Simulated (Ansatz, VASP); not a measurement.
## Two plane-wave programs on SiO2

```xyz
24
Lattice="-4.7361 4.7361 4.7361 4.7361 -4.7361 4.7361 4.7361 4.7361 -4.7361" Properties=species:S:1:pos:R:3 pbc="T T T"
Si    1.4876    1.4876    1.4876
Si    1.4876   -1.4876    1.4876
Si    1.4876    1.4876   -1.4876
Si   -1.4876    1.4876    1.4876
Si    3.2485    3.2485   -3.2485
Si   -3.2485    3.2485    3.2485
Si    3.2485   -3.2485    3.2485
Si    3.2485    3.2485    3.2485
O     2.3681    2.3681    2.3681
O     2.3681   -2.3681    2.3681
O     2.3681    2.3681   -2.3681
O    -2.3681    2.3681    2.3681
O     1.8508    1.8508    0.0000
O     1.8508    0.0000    1.8508
O    -2.8853    4.7361    2.8853
O     4.7361   -2.8853    2.8853
O     0.0000    1.8508    1.8508
O     2.8853   -2.8853    4.7361
O    -2.8853    2.8853    4.7361
O     2.8853    4.7361   -2.8853
O     4.7361    2.8853    2.8853
O     2.8853    4.7361    2.8853
O     4.7361    2.8853   -2.8853
O     2.8853    2.8853    4.7361
```

Alike in both runs: functional r2SCAN; k mesh 4 × 4 × 4; occupations gaussian, width 0.02 eV; no spin polarisation.

Ansatz relaxed the structure, and its values are those at the end. VASP's run is a single point on that final structure, the one shown.

```csv
,VASP,Ansatz
version,VASP 6.6.1,Ansatz 0.2.0
potentials or method,"VASP PAW PBE potentials, release 64 (Si, O), cutoff 520 eV","scalar-relativistic, plane waves, PAW"
valence electrons in the cell,128,128
```

Ansatz gave:

| Quantity | Value |
| --- | --- |
| gap on the k mesh at the Fermi level (eV) | 6.01 |
| least direct gap on the mesh (eV) | 6.01 |
| pressure (GPa) | 16.0 |
| rms of the force components (eV/Å) | 0.002 |

Question: Which values does VASP return?

Answer: gap on the k mesh at the Fermi level (eV): 5.97; least direct gap on the mesh (eV): 5.97; pressure (GPa): 16.2; rms of the force components (eV/Å): 0.051.

VASP's potentials were made for PBE, not for r2SCAN. Ansatz's warnings: stress scf threshold loose.
